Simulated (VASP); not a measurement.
# C (P-1) in VASP: single point with LDA

Aim: the single point of C with LDA.

Program: VASP 6.6.1. These are calculated values, not measurements. Logs are shortened: lines on timing, memory, paths and dates and some standing lists are left out, and cuts for length are marked.

## (1) The cell of the first run

The typed cell holds 12 atoms: a = 2.522 Å, b = 2.522 Å, c = 12.379 Å, α = 88.25°, β = 86.50°, γ = 60.00°.

## (2) Single point, LDA (the part above a cut slid along it)

INCAR reads:

```
SYSTEM = C
ALGO = Normal
EDIFF = 1E-6
ENCUT = 520
GGA = CA
ISIF = 2
ISMEAR = 0
LASPH = .True.
LCHARG = .False.
LREAL = .False.
LWAVE = .False.
NBANDS = 36
NELM = 60
PREC = Accurate
SIGMA = 0.05
```

KPOINTS reads:

```
k-points
0
Gamma
  10 10 2
  0 0 0
```

POSCAR reads:

```
C
1.0
    1.7834000000     -1.7834000000      0.0000000000
    1.7834000000      0.0000000000     -1.7834000000
    7.6686200000      6.5985800000      7.1336000000
C
12
Direct
    0.5854066667      0.6666666667      0.2708666667
   -0.0312600000      0.0000000000      0.1042000000
    0.2020733333      0.3333333333      0.4375333333
    0.4354066667      0.6666666667      0.7708666667
    0.8187400000      1.0000000000      0.6042000000
    0.0520733333      0.3333333333      0.9375333333
    0.5479066667      0.6666666667      0.3958666667
    0.9312400000      1.0000000000      0.2292000000
    0.1645733333      0.3333333333      0.5625333333
    0.3979066667      0.6666666667      0.8958666667
   -0.2187600000      0.0000000000      0.7292000000
    0.3145733333      0.3333333333      0.0625333333
```

Potentials or basis: VASP PAW LDA potentials, release 64 (C).

Started as:

```sh
$ cat potpaw_LDA.64/C/POTCAR > POTCAR
$ mpirun -np 1 vasp_std > vasp.out
```

OUTCAR:

```text
SYSTEM = C
   EDIFF = 1E-6
   ENCUT = 520
   GGA = CA
   ISIF = 2
   ISMEAR = 0
   LASPH = .True.
   LREAL = .False.
   NELM = 60
   PREC = Accurate

 ion  position               nearest neighbor table
   1  0.585  0.667  0.271-   8 1.54   7 1.54   8 1.54   8 1.54
   2  0.969  0.000  0.104-  12 1.54   8 1.54  12 1.54  12 1.54
   3  0.202  0.333  0.438-   7 1.54   7 1.54   9 1.54   7 1.54
   4  0.435  0.667  0.771-  11 1.54  10 1.54  11 1.54  11 1.54
   5  0.819  0.000  0.604-   9 1.54  11 1.54   9 1.54   9 1.54
   6  0.052  0.333  0.938-  10 1.54  10 1.54  10 1.54  12 1.72
   7  0.548  0.667  0.396-   3 1.54   3 1.54   1 1.54   3 1.54
   8  0.931  0.000  0.229-   1 1.54   2 1.54   1 1.54   1 1.54
   9  0.165  0.333  0.563-   5 1.54   3 1.54   5 1.54   5 1.54
  10  0.398  0.667  0.896-   6 1.54   6 1.54   4 1.54   6 1.54
  11  0.781  0.000  0.729-   4 1.54   5 1.54   4 1.54   4 1.54
  12  0.315  0.333  0.063-   2 1.54   2 1.54   2 1.54   6 1.72

  LATTYP: Found a base centered monoclinic cell.
 ALAT       =     2.5221084671
 B/A-ratio  =     1.7320508076
 C/A-ratio  =     4.9081564767
 COS(beta)  =    -0.0611227457

  Lattice vectors:

 A1 = (   0.0000000000,   1.7834000000,  -1.7834000000)
 A2 = (  -1.7834000000,   0.0000000000,   1.7834000000)
 A3 = (   7.6686200000,   6.5985800000,   7.1336000000)

Analysis of symmetry for initial positions (statically):
=====================================================================
 Subroutine PRICEL returns:
 Original cell was already a primitive cell.

 Routine SETGRP: Setting up the symmetry group for a
 base centered monoclinic supercell.

 Subroutine GETGRP returns: Found  2 space group operations
 (whereof  1 operations were pure point group operations)
 out of a pool of  4 trial point group operations.

The static configuration has the point symmetry C_1 .
 The point group associated with its full space group is S_2 .

Analysis of symmetry for dynamics (positions and initial velocities):
=====================================================================
 Subroutine PRICEL returns:
 Original cell was already a primitive cell.

 Routine SETGRP: Setting up the symmetry group for a
 base centered monoclinic supercell.

 Subroutine GETGRP returns: Found  2 space group operations
 (whereof  1 operations were pure point group operations)
 out of a pool of  4 trial point group operations.

The dynamic configuration has the point symmetry C_1 .
 The point group associated with its full space group is S_2 .

 Subroutine INISYM returns: Found  2 space group operations
 (whereof  1 operations are pure point group operations),
 and found     1 'primitive' translations

----------------------------------------------------------------------------------------

                                     Primitive cell

  volume of cell :      68.0656

  direct lattice vectors                    reciprocal lattice vectors
     1.783400000 -1.783400000  0.000000000     0.172890733 -0.387835969  0.172890733
     1.783400000  0.000000000 -1.783400000     0.186908901  0.186908901 -0.373817801
     7.668620000  6.598580000  7.133600000     0.046727225  0.046727225  0.046727225

  length of vectors
     2.522108467  2.522108467 12.378903008     0.458474808  0.457831435  0.080933928

  position of ions in fractional coordinates (direct lattice)
     0.585406667  0.666666667  0.270866667
     0.968740000  0.000000000  0.104200000
     0.202073333  0.333333333  0.437533333
     0.435406667  0.666666667  0.770866667
     0.818740000  0.000000000  0.604200000
     0.052073333  0.333333333  0.937533333
     0.547906667  0.666666667  0.395866667
     0.931240000  0.000000000  0.229200000
     0.164573333  0.333333333  0.562533333
     0.397906667  0.666666667  0.895866667
     0.781240000  0.000000000  0.729200000
     0.314573333  0.333333333  0.062533333

  ion indices of the primitive-cell ions
   primitive index   ion index
                 1           1
                 2           2
                 3           3
                 4           4
                 5           5
                 6           6
                 7           7
                 8           8
                 9           9
                10          10
                11          11
                12          12

----------------------------------------------------------------------------------------

 KPOINTS: k-points

Automatic generation of k-mesh.
 Grid dimensions read from file:
 generate k-points for:   10   10    2

 Generating k-lattice:

  Cartesian coordinates                     Fractional coordinates (reciprocal lattice)
     0.017289073 -0.038783597  0.017289073     0.100000000  0.000000000  0.000000000
     0.018690890  0.018690890 -0.037381780     0.000000000  0.100000000  0.000000000
     0.023363613  0.023363613  0.023363613     0.000000000  0.000000000  0.500000000

  Length of vectors
     0.045847481  0.045783143  0.040466964

  Shift w.r.t. Gamma in fractional coordinates (k-lattice)
     0.000000000  0.000000000  0.000000000

 Subroutine IBZKPT returns following result:
 ===========================================

 Found    104 irreducible k-points:

 Following reciprocal coordinates:
            Coordinates               Weight
  0.000000  0.000000  0.000000      1.000000
  0.100000  0.000000  0.000000      2.000000
 -0.100000 -0.100000  0.000000      2.000000
  0.200000  0.000000  0.000000      2.000000
 -0.200000 -0.200000  0.000000      2.000000
  0.300000  0.000000 -0.000000      2.000000
[... 16 lines left out ...]
  0.300000  0.400000 -0.000000      2.000000
 -0.200000  0.100000  0.000000      2.000000
 [... further k-points ...]
   k-points           NKPTS =    104   k-points in BZ     NKDIM =    104   number of bands    NBANDS=     36
   number of dos      NEDOS =    301   number of ions     NIONS =     12
   total plane-waves  NPLWV =  38400
   dimension x,y,z NGX =    20 NGY =   20 NGZ =   96
   dimension x,y,z NGXF=    40 NGYF=   40 NGZF=  192
   ions per type =              12
   NGX,Y,Z   is equivalent  to a cutoff of  13.18, 13.18, 12.89 a.u.
   NGXF,Y,Z  is equivalent  to a cutoff of  26.37, 26.37, 25.79 a.u.
 SYSTEM =  C
   PREC   = accura    normal or accurate (medium, high low for compatibility)
   ISTART =      0    job   : 0-new  1-cont  2-samecut
   ICHARG =      2    charge: 1-file 2-atom 10-const
   ISPIN  =      1    spin polarized calculation?
   LNONCOLLINEAR =      F non collinear calculations
   LSORBIT =      F    spin-orbit coupling
   LASPH  =      T    aspherical Exc in radial PAW
   ENCUT  =  520.0 eV  38.22 Ry    6.18 a.u.   4.69  4.69 23.02*2*pi/ulx,y,z
   NELM   =     60;   NELMIN=  2; NELMDL= -5     # of ELM steps
   EDIFF  = 0.1E-05   stopping-criterion for ELM
   LREAL  =      F    real-space projection
   EDIFFG = 0.1E-04   stopping-criterion for IOM
   NSW    =      0    number of steps for IOM
   IBRION =     -1    ionic relax: 0-MD 1-quasi-New 2-CG
   NFREE  =      0    steps in history (QN), initial steepest desc. (CG)
   ISIF   =      2    stress and relaxation
   ISYM   =      2    0-nonsym 1-usesym 2-fastsym
   POTIM  = 0.5000    time-step for ionic-motion
   TEBEG  =    0.0;   TEEND  =   0.0 temperature during run
   PSTRESS=    0.0 pullay stress
   NELECT =      48.0000    total number of electrons
   NUPDOWN=      -1.0000    fix difference up-down
   EMIN   =  10.00;   EMAX   =-10.00  energy-range for DOS
   EFERMI =   0.00;   METHOD = LEGACY
   ISMEAR =     0;   SIGMA  =   0.05  broadening in eV -4-tet -1-fermi 0-gaus
   EFERMI_NEDOS =   21; number of points for ismear=-14 and -15
   IALGO  =     38    algorithm
   IMIX   =      4    mixing-type and parameters
     AMIX     =   0.40;   BMIX     =  1.00
     AMIX_MAG =   1.60;   BMIX_MAG =  1.00
  volume/ion in A,a.u.               =       5.67        38.28
  Fermi-wavevector in a.u.,A,eV,Ry     =   1.457178  2.753668 28.890189  2.123369
  Thomas-Fermi vector in A             =   2.574010
   LORBIT       =      0    0 simple, 1 ext, 2 COOP (PROOUT), +10 PAW based schemes
   GGA     = CA    functional components
   LHFCALC =     F    Hartree Fock is set to
   AEXX    =    0.0000 exact exchange contribution
   IVDW    =     0    specifies the selected vdW correction
   LEPSILON=     F    determine dielectric tensor
   LRPA    =     F    only Hartree local field effects (RPA)
 non-spin polarized calculation
 Gauss-broadening in eV      SIGMA  =   0.05
  energy-cutoff  :      520.00
  volume of cell :       68.07
 maximum number of plane-waves:      1849
   NGX =  9   NGY =  9   NGZ = 45

 number of electron      47.9999994 magnetization

 Free energy of the ion-electron system (eV)
  ---------------------------------------------------
  ext. energy  EPLUGINS =         0.00000000
  ---------------------------------------------------
  free energy    TOTEN  =      -119.23242961 eV

  energy without entropy =     -119.23242961  energy(sigma->0) =     -119.23242961

 E-fermi :  10.4860     XC(G=0): -13.5163

 val. band max:       10.2869989789   @ k =   0.0000   0.0000   0.0000
 cond. band min:      11.2792389990   @ k =   0.5000   0.0000  -0.0000
 fundamental gap:      0.9922400201
 Fermi energy:        10.4859899180

 k-point     1 :       0.0000    0.0000    0.0000
  band No.  band energies     occupation
      1     -11.5799      2.00000
      2     -10.8138      2.00000
      3     -10.8067      2.00000
      4      -8.5889      2.00000
      5      -8.5214      2.00000
      6      -5.7587      2.00000
[... 28 lines left out ...]
     35      17.8396      0.00000
     36      18.0038      0.00000

 k-point     2 :       0.1000    0.0000    0.0000
  band No.  band energies     occupation
      1     -11.3333      2.00000
      2     -10.6120      2.00000
      3     -10.5189      2.00000
      4      -8.4128      2.00000
      5      -8.2226      2.00000
      6      -5.5503      2.00000
[... 28 lines left out ...]
     35      18.2090      0.00000
     36      18.3055      0.00000

 k-point     3 :      -0.1000   -0.1000    0.0000
  band No.  band energies     occupation
      1     -11.3328      2.00000
      2     -10.6118      2.00000
      3     -10.5181      2.00000
      4      -8.4131      2.00000
      5      -8.2211      2.00000
      6      -5.5504      2.00000
[... 28 lines left out ...]
     35      18.0534      0.00000
     36      18.1629      0.00000

 k-point     4 :       0.2000    0.0000    0.0000
  band No.  band energies     occupation
      1     -10.5974      2.00000
      2      -9.9281      2.00000
      3      -9.7422      2.00000
      4      -7.7926      2.00000
      5      -7.4290      2.00000
      6      -4.9302      2.00000
[... 28 lines left out ...]
     35      19.1357      0.00000
     36      19.6729      0.00000

 k-point     5 :      -0.2000   -0.2000    0.0000
  band No.  band energies     occupation
      1     -10.5950      2.00000
      2      -9.9252      2.00000
      3      -9.7409      2.00000
      4      -7.7869      2.00000
      5      -7.4304      2.00000
      6      -4.9270      2.00000
[... 655 lines left out ...]
 k-point    22 :      -0.3000    0.1000    0.0000
  band No.  band energies     occupation
      1      -8.4372      2.00000
      2      -7.8414      2.00000
      3      -7.5542      2.00000
      4      -5.8622      2.00000
      5      -5.2811      2.00000
      6      -3.1797      2.00000
[... 28 lines left out ...]
     35      19.5367      0.00000
     36      19.7815      0.00000

 k-point    23 :       0.3000    0.4000   -0.0000
  band No.  band energies     occupation
      1      -8.4244      2.00000
      2      -7.8153      2.00000
      3      -7.5590      2.00000
      4      -5.7875      2.00000
      5      -5.3460      2.00000
      6      -3.1109      2.00000
[... 28 lines left out ...]
     35      19.5073      0.00000
     36      19.6723      0.00000

 k-point    24 :      -0.2000    0.1000    0.0000
  band No.  band energies     occupation
      1      -9.8700      2.00000
      2      -9.2062      2.00000
      3      -9.0221      2.00000
      4      -7.0958      2.00000
      5      -6.7366      2.00000
      6      -4.2982      2.00000
[... 28 lines left out ...]
     35      19.3711      0.00000
     36      20.1271      0.00000

 [... further k-points ...]

------------------------ aborting loop because EDIFF is reached ----------------------------------------

  FORCE on cell =-STRESS in cart. coord.  units (eV):
  Direction    XX          YY          ZZ          XY          YZ          ZX
  --------------------------------------------------------------------------------------
  -------------------------------------------------------------------------------------
  Total      -13.9920120      2.0200033     -1.6592611      1.8822218      6.1241975     -3.0283587
  in kB     -329.3542089     47.5483153    -39.0569000     44.3051130    144.1558393    -71.2837221
  external PRESSURE =    -106.9542645 kB  Pullay stress =       0.0000000 kB

 VOLUME and BASIS-vectors are now :
 -----------------------------------------------------------------------------
  energy-cutoff  :      520.00
  volume of cell :       68.07
      direct lattice vectors                 reciprocal lattice vectors
     1.783400000 -1.783400000  0.000000000     0.172890733 -0.387835969  0.172890733
     1.783400000  0.000000000 -1.783400000     0.186908901  0.186908901 -0.373817801
     7.668620000  6.598580000  7.133600000     0.046727225  0.046727225  0.046727225

 POSITION                                       TOTAL-FORCE (eV/Angst)
 -----------------------------------------------------------------------------------
      4.31012      0.74332      0.74332         0.000628     -0.017032      0.000008
      2.52672     -1.04008      0.74332         0.019838      0.006640      0.554793
      4.31012      2.52672      2.52672         0.003848     -0.006367     -0.001988
      7.87692      4.31012      4.31012         0.256896     -0.409063     -0.222950
      6.09352      2.52672      4.31012         0.032557     -0.039799     -0.012011
      7.87692      6.09352      6.09352         2.649010     -3.871891     -0.562619
      5.20182      1.63502      1.63502        -0.032557      0.039799      0.012011
      3.41842     -0.14838      1.63502        -0.256896      0.409063      0.222950
      5.20182      3.41842      3.41842        -0.003848      0.006367      0.001988
      8.76862      5.20182      5.20182        -0.019838     -0.006640     -0.554793
      6.98522      3.41842      5.20182        -0.000628      0.017032     -0.000008
      1.63502     -0.14838     -0.14838        -2.649010      3.871891      0.562619
 -----------------------------------------------------------------------------------
    total drift:                               -0.000000     -0.000001     -0.000000

  FREE ENERGIE OF THE ION-ELECTRON SYSTEM (eV)
  ---------------------------------------------------
  free  energy   TOTEN  =      -119.2324296077 eV

  energy  without entropy=     -119.2324296076  energy(sigma->0) =     -119.23242961
```

It took 2.5 min on 1 thread of Intel Xeon Platinum 8559C (Emerald Rapids), shared host; peak memory 0.27 GiB.

Results:

- Free energy: -119.2324 eV
- Pressure: -10.7 GPa
- Largest force: 4.725 eV/Å
- Band gap on the k mesh: 0.99 eV (least direct gap 2.59 eV)

Forces in eV/Å, atoms in the order of the input:
```
C    0.001 -0.017  0.000
C    0.020  0.007  0.555
C    0.004 -0.006 -0.002
C    0.257 -0.409 -0.223
C    0.033 -0.040 -0.012
C    2.649 -3.872 -0.563
C   -0.033  0.040  0.012
C   -0.257  0.409  0.223
C   -0.004  0.006  0.002
C   -0.020 -0.007 -0.555
C   -0.001  0.017  0.000
C   -2.649  3.872  0.563
```

Caveat: the cell differs from its parent crystal (the part above a cut slid along it); the stress differs along the axes, from -33 to 5 GPa; forces of over 1 eV/Å act on the atoms, so gaps and moduli don't describe the material at rest. A k mesh can miss the band edges.
